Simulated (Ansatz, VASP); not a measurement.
**One calculation of MgO, two programs**

```
Mg O
1.0
     0.00000    2.10665    2.10665
     2.10665    0.00000    2.10665
     2.10665    2.10665    0.00000
Mg O
1 1
Direct
  0.00000 0.00000 0.00000
  0.50000 0.50000 0.50000
```

Alike in both runs: task single point; functional PBE; k mesh 10 × 10 × 10; occupations gaussian, width 0.1 eV; no spin polarisation.

```csv
,VASP,Ansatz
version,VASP 6.6.1,Ansatz 0.2.0
potentials or method,"VASP PAW PBE potentials, release 64 (Mg, O), cutoff 600 eV","PAW, plane waves, scalar-relativistic"
valence electrons in the cell,8,16
```

```csv
,VASP,Ansatz,Ansatz less VASP
pressure (GPa),3.5,4.5,+0.99
```

VASP's potentials hold 8 valence electrons a cell and Ansatz's 16, so a difference there can come from the potentials and not from the codes.
